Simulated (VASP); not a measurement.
# LaTaO (P-6m2) in VASP: single point with PBE

Aim: the single point of LaTaO with PBE.

All numbers are computed with VASP 6.6.1; they aren't measurements. Logs are shortened: lines on timing, memory, paths and dates and some standing lists are left out, and cuts for length are marked.

### Step 1. The cell of the first run

The structure is hexagonal, space group P-6m2 (No. 187). Conventional cell: a = 3.479 Å, b = 3.479 Å, c = 6.015 Å, α = 90.00°, β = 90.00°, γ = 120.00°. La (site symmetry -6m2) has 6 La at 3.48 Å and 6 Ta at 3.62 Å and 6 O at 3.62 Å within 4.6 Å. Ta (site symmetry -6m2) has 3 O at 2.01 Å within 2.7 Å. O (site symmetry -6m2) has 3 Ta at 2.01 Å within 2.7 Å.

### Step 2. Single point, PBE

Contents of POSCAR:

```
LaTaO
1.0
    3.4792048093      0.0000000000      0.0000000000
   -1.7396024047      3.0130797498      0.0000000000
    0.0000000000      0.0000000000      6.0148058846
La Ta O
1 1 1
Direct
    0.0000000000      0.0000000000      0.0000000000
    0.6666666667      0.3333333333      0.5000000000
    0.3333333333      0.6666666667      0.5000000000
```

Contents of INCAR.step1:

```
SYSTEM = LaTaO
PREC     = Accurate       ! precision mode
ENCUT    = 520            ! plane-wave cutoff, eV
EDIFF    = 1E-6           ! SCF threshold, eV
ISMEAR   = 0              ! smearing method
SIGMA    = 0.1            ! smearing width, eV
LREAL    = .FALSE.        ! projectors in reciprocal space
LASPH    = .TRUE.         ! aspherical terms in the spheres
NELM     = 100            ! most SCF steps
ALGO     = Normal         ! electronic algorithm
ISIF     = 2              ! what is computed and relaxed
LWAVE    = .FALSE.        ! write WAVECAR
LCHARG   = .TRUE.         ! write CHGCAR
LMAXMIX  = 6              ! l up to which the mixer works
GGA      = PE             ! functional
NBANDS   = 21             ! bands
```

Contents of KPOINTS.step1:

```
regular mesh
0
G
  18 18 8
  0 0 0
```

Contents of INCAR.step2:

```
SYSTEM = LaTaO
PREC     = Accurate       ! precision mode
ENCUT    = 520            ! plane-wave cutoff, eV
EDIFF    = 1E-6           ! SCF threshold, eV
ISMEAR   = -5             ! smearing method
SIGMA    = 0.1            ! smearing width, eV
LREAL    = .FALSE.        ! projectors in reciprocal space
LASPH    = .TRUE.         ! aspherical terms in the spheres
NELM     = 100            ! most SCF steps
ALGO     = Normal         ! electronic algorithm
ISIF     = 2              ! what is computed and relaxed
LWAVE    = .FALSE.        ! write WAVECAR
LCHARG   = .FALSE.        ! write CHGCAR
LMAXMIX  = 6              ! l up to which the mixer works
GGA      = PE             ! functional
LORBIT   = 11             ! projections on sites
NBANDS   = 21             ! bands
NEDOS    = 2001           ! points of the DOS
ICHARG   = 11             ! starting density
```

Contents of KPOINTS.step2:

```
regular mesh
0
G
  27 27 12
  0 0 0
```

Potentials or basis: VASP PAW PBE potentials, release 64 (La, Ta_pv, O).

Run with:

```
cat potpaw_PBE.64/La/POTCAR potpaw_PBE.64/Ta_pv/POTCAR potpaw_PBE.64/O/POTCAR > POTCAR
cp INCAR.step1 INCAR
cp KPOINTS.step1 KPOINTS
mpirun -np 1 vasp_std > vasp.out
cp INCAR.step2 INCAR
cp KPOINTS.step2 KPOINTS
mpirun -np 1 vasp_std > vasp.out
```

OUTCAR:

```text
SYSTEM = LaTaO
   PREC = Accurate
   ENCUT = 520
   EDIFF = 1E-6
   ISMEAR = -5
   LREAL = .FALSE.
   LASPH = .TRUE.
   NELM = 100
   ISIF = 2
   GGA = PE
   LORBIT = 11
   ICHARG = 11

 ion  position               nearest neighbor table
   1  0.000  0.000  0.000-   2 3.62   2 3.62   2 3.62   2 3.62   2 3.62   2 3.62
   2  0.667  0.333  0.500-   3 2.01   3 2.01   3 2.01   1 3.62   1 3.62   1 3.62   1 3.62   1 3.62
                             1 3.62
   3  0.333  0.667  0.500-   2 2.01   2 2.01   2 2.01

  LATTYP: Found a hexagonal cell.
 ALAT       =     3.4792048093
 C/A-ratio  =     1.7287875288

  Lattice vectors:

 A1 = (   3.4792048093,   0.0000000000,   0.0000000000)
 A2 = (  -1.7396024047,   3.0130797498,   0.0000000000)
 A3 = (   0.0000000000,   0.0000000000,   6.0148058846)

Analysis of symmetry for initial positions (statically):
=====================================================================
 Subroutine PRICEL returns:
 Original cell was already a primitive cell.

 Routine SETGRP: Setting up the symmetry group for a
 hexagonal supercell.

 Subroutine GETGRP returns: Found 12 space group operations
 (whereof 12 operations were pure point group operations)
 out of a pool of 24 trial point group operations.

The static configuration has the point symmetry D_3h.

Analysis of symmetry for dynamics (positions and initial velocities):
=====================================================================
 Subroutine PRICEL returns:
 Original cell was already a primitive cell.

 Routine SETGRP: Setting up the symmetry group for a
 hexagonal supercell.

 Subroutine GETGRP returns: Found 12 space group operations
 (whereof 12 operations were pure point group operations)
 out of a pool of 24 trial point group operations.

The dynamic configuration has the point symmetry D_3h.

 Subroutine INISYM returns: Found 12 space group operations
 (whereof 12 operations are pure point group operations),
 and found     1 'primitive' translations

----------------------------------------------------------------------------------------

                                     Primitive cell

  volume of cell :      63.0539

  direct lattice vectors                    reciprocal lattice vectors
     3.479204809  0.000000000  0.000000000     0.287421999  0.165943168  0.000000000
    -1.739602405  3.013079750  0.000000000     0.000000000  0.331886337  0.000000000
     0.000000000  0.000000000  6.014805885     0.000000000  0.000000000  0.166256404

  length of vectors
     3.479204809  3.479204809  6.014805885     0.331886337  0.331886337  0.166256404

  position of ions in fractional coordinates (direct lattice)
     0.000000000  0.000000000  0.000000000
     0.666666667  0.333333333  0.500000000
     0.333333333  0.666666667  0.500000000

  ion indices of the primitive-cell ions
   primitive index   ion index
                 1           1
                 2           2
                 3           3

----------------------------------------------------------------------------------------

 KPOINTS: regular mesh

Automatic generation of k-mesh.
 Grid dimensions read from file:
 generate k-points for:   27   27   12

 Generating k-lattice:

  Cartesian coordinates                     Fractional coordinates (reciprocal lattice)
     0.010645259  0.006146043  0.000000000     0.037037037  0.000000000  0.000000000
     0.000000000  0.012292087  0.000000000     0.000000000  0.037037037  0.000000000
     0.000000000  0.000000000  0.013854700     0.000000000  0.000000000  0.083333333

  Length of vectors
     0.012292087  0.012292087  0.013854700

  Shift w.r.t. Gamma in fractional coordinates (k-lattice)
     0.000000000  0.000000000  0.000000000

 TETIRR: Found   8868 inequivalent tetrahedra from    52488

 Subroutine IBZKPT returns following result:
 ===========================================

 Found    525 irreducible k-points:

 Following reciprocal coordinates:
            Coordinates               Weight
  0.000000  0.000000  0.000000      1.000000
  0.037037  0.000000  0.000000      6.000000
  0.074074  0.000000  0.000000      6.000000
  0.111111 -0.000000  0.000000      6.000000
  0.148148 -0.000000  0.000000      6.000000
  0.185185  0.000000  0.000000      6.000000
[... 16 lines left out ...]
  0.333333  0.037037  0.000000     12.000000
  0.370370  0.037037  0.000000     12.000000
 [... further k-points ...]
   k-points           NKPTS =    525   k-points in BZ     NKDIM =    525   number of bands    NBANDS=     21
   number of dos      NEDOS =   2001   number of ions     NIONS =      3
   total plane-waves  NPLWV =  37632
   dimension x,y,z NGX =    28 NGY =   28 NGZ =   48
   dimension x,y,z NGXF=    56 NGYF=   56 NGZF=   96
   ions per type =               1   1   1
   NGX,Y,Z   is equivalent  to a cutoff of  13.38, 13.38, 13.27 a.u.
   NGXF,Y,Z  is equivalent  to a cutoff of  26.76, 26.76, 26.53 a.u.
 SYSTEM =  LaTaO
   PREC   = accura    normal or accurate (medium, high low for compatibility)
   ISTART =      0    job   : 0-new  1-cont  2-samecut
   ICHARG =     11    charge: 1-file 2-atom 10-const
   ISPIN  =      1    spin polarized calculation?
   LNONCOLLINEAR =      F non collinear calculations
   LSORBIT =      F    spin-orbit coupling
   LASPH  =      T    aspherical Exc in radial PAW
   ENCUT  =  520.0 eV  38.22 Ry    6.18 a.u.   6.47  6.47 11.18*2*pi/ulx,y,z
   NELM   =    100;   NELMIN=  2; NELMDL=  0     # of ELM steps
   EDIFF  = 0.1E-05   stopping-criterion for ELM
   LREAL  =      F    real-space projection
   EDIFFG = 0.1E-04   stopping-criterion for IOM
   NSW    =      0    number of steps for IOM
   IBRION =     -1    ionic relax: 0-MD 1-quasi-New 2-CG
   NFREE  =      0    steps in history (QN), initial steepest desc. (CG)
   ISIF   =      2    stress and relaxation
   ISYM   =      2    0-nonsym 1-usesym 2-fastsym
   POTIM  = 0.5000    time-step for ionic-motion
   TEBEG  =    0.0;   TEEND  =   0.0 temperature during run
   PSTRESS=    0.0 pullay stress
   NELECT =      28.0000    total number of electrons
   NUPDOWN=      -1.0000    fix difference up-down
   EMIN   =  10.00;   EMAX   =-10.00  energy-range for DOS
   EFERMI =   0.00;   METHOD = LEGACY
   ISMEAR =    -5;   SIGMA  =   0.10  broadening in eV -4-tet -1-fermi 0-gaus
   EFERMI_NEDOS =   21; number of points for ismear=-14 and -15
   IALGO  =     38    algorithm
   IMIX   =      4    mixing-type and parameters
     AMIX     =   0.40;   BMIX     =  1.00
     AMIX_MAG =   1.60;   BMIX_MAG =  1.00
  volume/ion in A,a.u.               =      21.02       141.84
  Fermi-wavevector in a.u.,A,eV,Ry     =   1.248984  2.360237 21.224547  1.559960
  Thomas-Fermi vector in A             =   2.383045
   LORBIT       =     11    0 simple, 1 ext, 2 COOP (PROOUT), +10 PAW based schemes
   GGA     = PE    functional components
   LHFCALC =     F    Hartree Fock is set to
   AEXX    =    0.0000 exact exchange contribution
   IVDW    =     0    specifies the selected vdW correction
   LEPSILON=     F    determine dielectric tensor
   LRPA    =     F    only Hartree local field effects (RPA)
 non-spin polarized calculation
 Fermi weights with tetrahedron method with Bloechl corrections
  energy-cutoff  :      520.00
  volume of cell :       63.05
 maximum number of plane-waves:      1727
 NGX is ok and might be reduce to    28

 number of electron      27.9999998 magnetization

 Free energy of the ion-electron system (eV)
  ---------------------------------------------------
  ext. energy  EPLUGINS =         0.00000000
  ---------------------------------------------------
  free energy    TOTEN  =       -23.95835075 eV

  energy without entropy =      -23.95835075  energy(sigma->0) =      -23.95835075

 E-fermi :   7.3897     XC(G=0): -10.6559

 val. band max:        7.4205199046   @ k =   0.2222   0.1481   0.1667
 cond. band min:       7.3501892716   @ k =   0.1852   0.1111   0.0000
 fundamental gap:     -0.0703306330
 Fermi energy:         7.3897223520

 k-point     1 :       0.0000    0.0000    0.0000
  band No.  band energies     occupation
      1     -28.2161      2.00000
      2     -28.2161      2.00000
      3     -28.0415      2.00000
      4     -25.3223      2.00000
      5     -14.1227      2.00000
      6      -9.1652      2.00000
[... 13 lines left out ...]
     20       9.3809      0.00000
     21       9.7487      0.00000

 k-point     2 :       0.0370    0.0000    0.0000
  band No.  band energies     occupation
      1     -28.2208      2.00000
      2     -28.2169      2.00000
      3     -28.0411      2.00000
      4     -25.3184      2.00000
      5     -14.1108      2.00000
      6      -9.1607      2.00000
[... 13 lines left out ...]
     20       9.4266      0.00000
     21       9.7404      0.00000

 k-point     3 :       0.0741    0.0000    0.0000
  band No.  band energies     occupation
      1     -28.2348      2.00000
      2     -28.2195      2.00000
      3     -28.0401      2.00000
      4     -25.3070      2.00000
      5     -14.0766      2.00000
      6      -9.1473      2.00000
[... 13 lines left out ...]
     20       9.5376      0.00000
     21       9.7496      0.00000

 k-point     4 :       0.1111   -0.0000    0.0000
  band No.  band energies     occupation
      1     -28.2570      2.00000
      2     -28.2237      2.00000
      3     -28.0384      2.00000
      4     -25.2887      2.00000
      5     -14.0218      2.00000
      6      -9.1257      2.00000
[... 13 lines left out ...]
     20       9.6829      0.00000
     21       9.7028      0.00000

 k-point     5 :       0.1481   -0.0000    0.0000
  band No.  band energies     occupation
      1     -28.2863      2.00000
      2     -28.2292      2.00000
      3     -28.0361      2.00000
      4     -25.2642      2.00000
      5     -13.9497      2.00000
      6      -9.0968      2.00000
[... 13 lines left out ...]
     20       9.6602      0.00000
     21       9.7505      0.00000
[... 382 lines left out ...]
     20       9.4299      0.00000
     21       9.8010      0.00000

 k-point    22 :       0.2963    0.0370    0.0000
  band No.  band energies     occupation
      1     -28.4544      2.00000
      2     -28.2632      2.00000
      3     -28.0228      2.00000
      4     -25.1147      2.00000
      5     -13.5333      2.00000
      6      -9.4462      2.00000
[... 13 lines left out ...]
     20       9.4342      0.00000
     21       9.8029      0.00000

 k-point    23 :       0.3333    0.0370    0.0000
  band No.  band energies     occupation
      1     -28.4870      2.00000
      2     -28.2699      2.00000
      3     -28.0201      2.00000
      4     -25.0841      2.00000
      5     -13.4533      2.00000
      6      -9.6212      2.00000
[... 13 lines left out ...]
     20       9.4384      0.00000
     21       9.7757      0.00000

 k-point    24 :       0.3704    0.0370    0.0000
  band No.  band energies     occupation
      1     -28.5141      2.00000
      2     -28.2755      2.00000
      3     -28.0179      2.00000
      4     -25.0581      2.00000
      5     -13.3869      2.00000
      6      -9.7650      2.00000
[... 13 lines left out ...]
     20       9.4481      0.00000
     21       9.7492      0.00000

 [... further k-points ...]
[... 5 lines left out ...]
  --------------------------------------------------------------------------------------
  -------------------------------------------------------------------------------------
  Total        0.0506104      0.0506104     -0.1566633     -0.0000000      0.0000000      0.0000000
  in kB        1.2859909      1.2859909     -3.9807569     -0.0000000      0.0000000      0.0000000
  external PRESSURE =      -0.4695917 kB  Pullay stress =       0.0000000 kB

 VOLUME and BASIS-vectors are now :
 -----------------------------------------------------------------------------
  energy-cutoff  :      520.00
  volume of cell :       63.05
      direct lattice vectors                 reciprocal lattice vectors
     3.479204809  0.000000000  0.000000000     0.287421999  0.165943168  0.000000000
    -1.739602405  3.013079750  0.000000000     0.000000000  0.331886337  0.000000000
     0.000000000  0.000000000  6.014805885     0.000000000  0.000000000  0.166256404

 POSITION                                       TOTAL-FORCE (eV/Angst)
 -----------------------------------------------------------------------------------
      0.00000      0.00000      0.00000         0.000000      0.000000      0.000000
      1.73960      1.00436      3.00740         0.000000      0.000000      0.000000
     -0.00000      2.00872      3.00740        -0.000000      0.000000      0.000000
 -----------------------------------------------------------------------------------
    total drift:                                0.000034     -0.000019     -0.000000

  FREE ENERGIE OF THE ION-ELECTRON SYSTEM (eV)
  ---------------------------------------------------
  free  energy   TOTEN  =       -23.9583507504 eV

  energy  without entropy=      -23.9583507504  energy(sigma->0) =      -23.95835075

 total charge

# of ion       s       p       d       f       tot
--------------------------------------------------
    1        2.056   5.545   1.005   0.104   8.711
    2        0.336   6.151   2.301   0.000   8.788
    3        1.574   3.481   0.000   0.000   5.056
--------------------------------------------------
tot          3.967  15.177   3.306   0.104  22.554
```

It took 10 min on 1 thread of AMD EPYC 7R13 (Zen 3), shared host; peak memory 0.86 GiB.

What came out:

```
Valence electrons inside the program's atomic spheres : La 8.71; Ta 8.79; O 5.06
```

Caveat: spin-orbit coupling is left out, which moves the levels of the heavy elements.
